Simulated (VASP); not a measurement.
## Pt: single point with LDA

Pt:

```
CELL_PARAMETERS angstrom
0.00000 1.94676 1.83015
1.94676 0.00000 1.83015
1.94676 1.94676 0.00000
ATOMIC_POSITIONS crystal
Pt 0.00000 0.00000 0.00000
```

This cell differs from its parent crystal: volume 13.872 Å^3 an atom, c/a of the conventional cell 0.9401.

- Program: VASP 6.6.1
- Task: single point
- Functional: LDA
- Potentials or basis: VASP PAW LDA potentials, release 64 (Pt)
- Cutoff: 520 eV
- k mesh: 22 × 22 × 22
- Occupations: gaussian, width 0.15 eV
- Spin: no spin polarisation

```
Pressure               : 24.0 GPa
Band gap on the k mesh : zero (band 5 reaches 13.72 eV, above the bottom of band 6 at 10.85 eV)
```

Stress tensor (GPa, compression positive):
```
21.74  0.00  0.00
 0.00 21.74  0.00
 0.00  0.00 28.43
```

Levels at points of the mesh, in eV from the Fermi level:
| k point | band 3 | band 4 | band 5 | band 6 | band 7 | band 8 |
| --- | --- | --- | --- | --- | --- | --- |
| (0.00, 0.00, 0.00) | -4.58 | -3.80 | -2.33 | -1.40 | 14.42 | 19.14 |
| (0.50, 0.00, 0.00) | -3.99 | -0.79 | -0.13 | 0.31 | 6.57 | 13.88 |
| (0.50, 0.50, 0.00) | 0.04 | 0.63 | 0.63 | 2.53 | 10.87 | 10.87 |
| (0.50, 0.00, 0.50) | 0.03 | 0.26 | 0.90 | 1.22 | 9.31 | 11.73 |

Run time: 39 s on 1 thread of Intel(R) Xeon(R) 6975P-C (Granite Rapids), with other jobs on the host, peak memory 0.23 GiB.

Caveat: spin-orbit coupling is left out, which moves the levels of the heavy elements.
